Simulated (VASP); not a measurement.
# AlN (Fm-3m) in VASP: a series of runs

AlN is run at these levels: PBEsol; tasks: single point.

All numbers are computed with VASP 6.6.1; they aren't measurements. Logs are shortened: lines on timing, memory, paths and dates and some standing lists are left out, and cuts for length are marked.

## 1. The cell of the first run

Symmetry: Fm-3m, No. 225, cubic system. The conventional cell has a = 3.876 Å, b = 3.876 Å, c = 3.876 Å, α = 90.00°, β = 90.00°, γ = 90.00°. Al (site symmetry m-3m) has 6 N at 1.94 Å within 2.6 Å. Within 2.6 Å of N (site symmetry m-3m) lie 6 Al at 1.94 Å.

## 2. Single point, PBEsol (volume scaled by 0.880)

The input, INCAR:

```
SYSTEM = AlN
  PREC = Accurate
  ENCUT = 520
  EDIFF = 1E-7
  ISMEAR = 0
  SIGMA = 0.05
  LREAL = .False.
  LASPH = .True.
  NELM = 60
  ALGO = Normal
  ISIF = 2
  LWAVE = .False.
  LCHARG = .False.
  GGA = PS
  NBANDS = 11
```

The input, KPOINTS:

```
regular mesh
0
Gamma
  10 10 10
  0 0 0
```

The input, POSCAR:

```
AlN
1.0
    0.0000000000      1.9382075293      1.9382075293
    1.9382075293      0.0000000000      1.9382075293
    1.9382075293      1.9382075293      0.0000000000
Al N
1 1
Direct
    0.5000000000      0.5000000000      0.5000000000
    0.0000000000      0.0000000000      0.0000000000
```

Potentials or basis: VASP PAW PBE potentials, release 64 (Al, N).

Launch:

```bash
$ cat potpaw_PBE.64/Al/POTCAR potpaw_PBE.64/N/POTCAR > POTCAR
$ mpirun -np 1 vasp_std > vasp.out
```

OUTCAR:

```text
SYSTEM = AlN
   PREC = Accurate
   ENCUT = 520
   EDIFF = 1E-7
   ISMEAR = 0
   LREAL = .False.
   LASPH = .True.
   NELM = 60
   ISIF = 2
   GGA = PS

 ion  position               nearest neighbor table
   1  0.500  0.500  0.500-   2 1.94   2 1.94   2 1.94   2 1.94   2 1.94   2 1.94
   2  0.000  0.000  0.000-   1 1.94   1 1.94   1 1.94   1 1.94   1 1.94   1 1.94

  LATTYP: Found a face centered cubic cell.
 ALAT       =     3.8764150586

  Lattice vectors:

 A1 = (   0.0000000000,   1.9382075293,   1.9382075293)
 A2 = (   1.9382075293,   0.0000000000,   1.9382075293)
 A3 = (   1.9382075293,   1.9382075293,   0.0000000000)

Analysis of symmetry for initial positions (statically):
=====================================================================
 Subroutine PRICEL returns:
 Original cell was already a primitive cell.

 Routine SETGRP: Setting up the symmetry group for a
 face centered cubic supercell.

 Subroutine GETGRP returns: Found 48 space group operations
 (whereof 48 operations were pure point group operations)
 out of a pool of 48 trial point group operations.

The static configuration has the point symmetry O_h .

Analysis of symmetry for dynamics (positions and initial velocities):
=====================================================================
 Subroutine PRICEL returns:
 Original cell was already a primitive cell.

 Routine SETGRP: Setting up the symmetry group for a
 face centered cubic supercell.

 Subroutine GETGRP returns: Found 48 space group operations
 (whereof 48 operations were pure point group operations)
 out of a pool of 48 trial point group operations.

The dynamic configuration has the point symmetry O_h .

 Subroutine INISYM returns: Found 48 space group operations
 (whereof 48 operations are pure point group operations),
 and found     1 'primitive' translations

----------------------------------------------------------------------------------------

                                     Primitive cell

  volume of cell :      14.5623

  direct lattice vectors                    reciprocal lattice vectors
     0.000000000  1.938207529  1.938207529    -0.257970311  0.257970311  0.257970311
     1.938207529  0.000000000  1.938207529     0.257970311 -0.257970311  0.257970311
     1.938207529  1.938207529  0.000000000     0.257970311  0.257970311 -0.257970311

  length of vectors
     2.741039375  2.741039375  2.741039375     0.446817686  0.446817686  0.446817686

  position of ions in fractional coordinates (direct lattice)
     0.500000000  0.500000000  0.500000000
     0.000000000  0.000000000  0.000000000

  ion indices of the primitive-cell ions
   primitive index   ion index
                 1           1
                 2           2

----------------------------------------------------------------------------------------

 KPOINTS: regular mesh

Automatic generation of k-mesh.
 Grid dimensions read from file:
 generate k-points for:   10   10   10

 Generating k-lattice:

  Cartesian coordinates                     Fractional coordinates (reciprocal lattice)
    -0.025797031  0.025797031  0.025797031     0.100000000  0.000000000  0.000000000
     0.025797031 -0.025797031  0.025797031     0.000000000  0.100000000  0.000000000
     0.025797031  0.025797031 -0.025797031     0.000000000  0.000000000  0.100000000

  Length of vectors
     0.044681769  0.044681769  0.044681769

  Shift w.r.t. Gamma in fractional coordinates (k-lattice)
     0.000000000  0.000000000  0.000000000

 Subroutine IBZKPT returns following result:
 ===========================================

 Found     47 irreducible k-points:

 Following reciprocal coordinates:
            Coordinates               Weight
  0.000000  0.000000  0.000000      1.000000
  0.100000  0.000000  0.000000      8.000000
  0.200000  0.000000  0.000000      8.000000
  0.300000  0.000000  0.000000      8.000000
  0.400000  0.000000  0.000000      8.000000
  0.500000  0.000000  0.000000      4.000000
[... 16 lines left out ...]
  0.300000  0.300000  0.000000      6.000000
  0.400000  0.300000  0.000000     24.000000
 [... further k-points ...]
   k-points           NKPTS =     47   k-points in BZ     NKDIM =     47   number of bands    NBANDS=     11
   number of dos      NEDOS =    301   number of ions     NIONS =      2
   total plane-waves  NPLWV =   8000
   dimension x,y,z NGX =    20 NGY =   20 NGZ =   20
   dimension x,y,z NGXF=    40 NGYF=   40 NGZF=   40
   ions per type =               1   1
   NGX,Y,Z   is equivalent  to a cutoff of  12.13, 12.13, 12.13 a.u.
   NGXF,Y,Z  is equivalent  to a cutoff of  24.26, 24.26, 24.26 a.u.
 SYSTEM =  AlN
   PREC   = accura    normal or accurate (medium, high low for compatibility)
   ISTART =      0    job   : 0-new  1-cont  2-samecut
   ICHARG =      2    charge: 1-file 2-atom 10-const
   ISPIN  =      1    spin polarized calculation?
   LNONCOLLINEAR =      F non collinear calculations
   LSORBIT =      F    spin-orbit coupling
   LASPH  =      T    aspherical Exc in radial PAW
   ENCUT  =  520.0 eV  38.22 Ry    6.18 a.u.   5.10  5.10  5.10*2*pi/ulx,y,z
   NELM   =     60;   NELMIN=  2; NELMDL= -5     # of ELM steps
   EDIFF  = 0.1E-06   stopping-criterion for ELM
   LREAL  =      F    real-space projection
   EDIFFG = 0.1E-05   stopping-criterion for IOM
   NSW    =      0    number of steps for IOM
   IBRION =     -1    ionic relax: 0-MD 1-quasi-New 2-CG
   NFREE  =      0    steps in history (QN), initial steepest desc. (CG)
   ISIF   =      2    stress and relaxation
   ISYM   =      2    0-nonsym 1-usesym 2-fastsym
   POTIM  = 0.5000    time-step for ionic-motion
   TEBEG  =    0.0;   TEEND  =   0.0 temperature during run
   PSTRESS=    0.0 pullay stress
   NELECT =       8.0000    total number of electrons
   NUPDOWN=      -1.0000    fix difference up-down
   EMIN   =  10.00;   EMAX   =-10.00  energy-range for DOS
   EFERMI =   0.00;   METHOD = LEGACY
   ISMEAR =     0;   SIGMA  =   0.05  broadening in eV -4-tet -1-fermi 0-gaus
   EFERMI_NEDOS =   21; number of points for ismear=-14 and -15
   IALGO  =     38    algorithm
   IMIX   =      4    mixing-type and parameters
     AMIX     =   0.40;   BMIX     =  1.00
     AMIX_MAG =   1.60;   BMIX_MAG =  1.00
  volume/ion in A,a.u.               =       7.28        49.14
  Fermi-wavevector in a.u.,A,eV,Ry     =   1.340791  2.533728 24.459487  1.797722
  Thomas-Fermi vector in A             =   2.469076
   LORBIT       =      0    0 simple, 1 ext, 2 COOP (PROOUT), +10 PAW based schemes
   GGA     = PS    functional components
   LHFCALC =     F    Hartree Fock is set to
   AEXX    =    0.0000 exact exchange contribution
   IVDW    =     0    specifies the selected vdW correction
   LEPSILON=     F    determine dielectric tensor
   LRPA    =     F    only Hartree local field effects (RPA)
 non-spin polarized calculation
 Gauss-broadening in eV      SIGMA  =   0.05
  energy-cutoff  :      520.00
  volume of cell :       14.56
 maximum number of plane-waves:       400
   NGX = 11   NGY = 11   NGZ = 11

 number of electron       7.9999997 magnetization

 Free energy of the ion-electron system (eV)
  ---------------------------------------------------
  ext. energy  EPLUGINS =         0.00000000
  ---------------------------------------------------
  free energy    TOTEN  =       -15.20654189 eV

  energy without entropy =      -15.20654189  energy(sigma->0) =      -15.20654189

 E-fermi :  11.9639     XC(G=0): -13.0612

 val. band max:       11.6195111111   @ k =   0.0000   0.0000   0.0000
 cond. band min:      16.5004339502   @ k =   0.5000   0.5000   0.0000
 fundamental gap:      4.8809228391
 Fermi energy:        11.9639299757

 k-point     1 :       0.0000    0.0000    0.0000
  band No.  band energies     occupation
      1      -7.1426      2.00000
      2      11.6195      2.00000
      3      11.6195      2.00000
      4      11.6195      2.00000
      5      19.2285      0.00000
      6      24.0324      0.00000
      7      24.0324      0.00000
      8      24.0324      0.00000
      9      29.4702      0.00000
     10      30.2460      0.00000
     11      30.2460      0.00000

 k-point     2 :       0.1000    0.0000    0.0000
  band No.  band energies     occupation
      1      -6.9105      2.00000
      2      10.5749      2.00000
      3      11.4638      2.00000
      4      11.4638      2.00000
      5      19.7545      0.00000
      6      23.1509      0.00000
      7      24.4018      0.00000
      8      24.4018      0.00000
      9      28.9938      0.00000
     10      28.9938      0.00000
     11      31.1788      0.00000

 k-point     3 :       0.2000    0.0000    0.0000
  band No.  band energies     occupation
      1      -6.2326      2.00000
      2       8.2576      2.00000
      3      11.0892      2.00000
      4      11.0892      2.00000
      5      19.8644      0.00000
      6      23.1921      0.00000
      7      24.8823      0.00000
      8      24.8823      0.00000
      9      28.2840      0.00000
     10      28.2840      0.00000
     11      31.0855      0.00000

 k-point     4 :       0.3000    0.0000    0.0000
  band No.  band energies     occupation
      1      -5.1801      2.00000
      2       5.6596      2.00000
      3      10.6781      2.00000
      4      10.6781      2.00000
      5      19.1591      0.00000
      6      24.4077      0.00000
      7      24.4077      0.00000
      8      24.7041      0.00000
      9      29.7255      0.00000
     10      29.7255      0.00000
     11      30.1311      0.00000

 k-point     5 :       0.4000    0.0000    0.0000
  band No.  band energies     occupation
      1      -3.9722      2.00000
      2       3.4157      2.00000
      3      10.3777      2.00000
      4      10.3778      2.00000
      5      18.6520      0.00000
      6      23.8023      0.00000
      7      23.8023      0.00000
      8      26.1488      0.00000
      9      29.3915      0.00000
     10      32.1360      0.00000
     11      32.1360      0.00000
[... 211 lines left out ...]
 k-point    21 :      -0.3000    0.2000    0.0000
  band No.  band energies     occupation
      1      -3.7353      2.00000
      2       4.6567      2.00000
      3       7.4312      2.00000
      4      10.2272      2.00000
      5      20.7034      0.00000
      6      22.4614      0.00000
      7      24.4994      0.00000
      8      25.1812      0.00000
      9      29.4103      0.00000
     10      32.2547      0.00000
     11      34.4017      0.00000

 k-point    22 :      -0.2000    0.2000    0.0000
  band No.  band energies     occupation
      1      -4.8401      2.00000
      2       6.3253      2.00000
      3       8.2079      2.00000
      4      10.7296      2.00000
      5      21.5195      0.00000
      6      22.0569      0.00000
      7      23.9617      0.00000
      8      25.4266      0.00000
      9      27.1618      0.00000
     10      31.9663      0.00000
     11      34.1845      0.00000

 k-point    23 :       0.3000    0.3000    0.0000
  band No.  band energies     occupation
      1      -4.5637      2.00000
      2       6.4066      2.00000
      3       9.3099      2.00000
      4       9.3099      2.00000
      5      18.0292      0.00000
      6      19.8579      0.00000
      7      24.8682      0.00000
      8      28.7069      0.00000
      9      28.7069      0.00000
     10      33.2664      0.00000
     11      37.6263      0.00000

 k-point    24 :       0.4000    0.3000    0.0000
  band No.  band energies     occupation
      1      -3.6683      2.00000
      2       5.2013      2.00000
      3       8.4231      2.00000
      4       9.0178      2.00000
      5      17.9566      0.00000
      6      19.4274      0.00000
      7      25.2713      0.00000
      8      28.7525      0.00000
      9      29.6895      0.00000
     10      34.7863      0.00000
     11      38.2414      0.00000

 [... further k-points ...]

------------------------ aborting loop because EDIFF is reached ----------------------------------------

  FORCE on cell =-STRESS in cart. coord.  units (eV):
  Direction    XX          YY          ZZ          XY          YZ          ZX
  --------------------------------------------------------------------------------------
  -------------------------------------------------------------------------------------
  Total        3.9321785      3.9321785      3.9321785     -0.0000000     -0.0000000      0.0000000
  in kB      432.6263651    432.6263651    432.6263651     -0.0000000     -0.0000000      0.0000000
  external PRESSURE =     432.6263651 kB  Pullay stress =       0.0000000 kB

 VOLUME and BASIS-vectors are now :
 -----------------------------------------------------------------------------
  energy-cutoff  :      520.00
  volume of cell :       14.56
      direct lattice vectors                 reciprocal lattice vectors
     0.000000000  1.938207529  1.938207529    -0.257970311  0.257970311  0.257970311
     1.938207529  0.000000000  1.938207529     0.257970311 -0.257970311  0.257970311
     1.938207529  1.938207529  0.000000000     0.257970311  0.257970311 -0.257970311

 POSITION                                       TOTAL-FORCE (eV/Angst)
 -----------------------------------------------------------------------------------
      1.93821      1.93821      1.93821        -0.000000      0.000000      0.000000
      0.00000      0.00000      0.00000         0.000000      0.000000     -0.000000
 -----------------------------------------------------------------------------------
    total drift:                               -0.000000     -0.000000     -0.000000

  FREE ENERGIE OF THE ION-ELECTRON SYSTEM (eV)
  ---------------------------------------------------
  free  energy   TOTEN  =       -15.2065418902 eV

  energy  without entropy=      -15.2065418902  energy(sigma->0) =      -15.20654189
```

It took 6.4 s on 1 thread of AMD EPYC 7R43 (Zen 3), shared host; peak memory 0.08 GiB.

What came out:

```yaml
Free_energy: -15.2065 eV
Pressure: 43.3 GPa
Band_gap_on_the_k_mesh: 4.88 eV, indirect (least direct gap 7.61 eV)
```

Caveat: the PAW data sets were made with another functional, which shifts forces and pressure a little. A k mesh can miss the band edges.

(Part 1 of 2 ends here.)
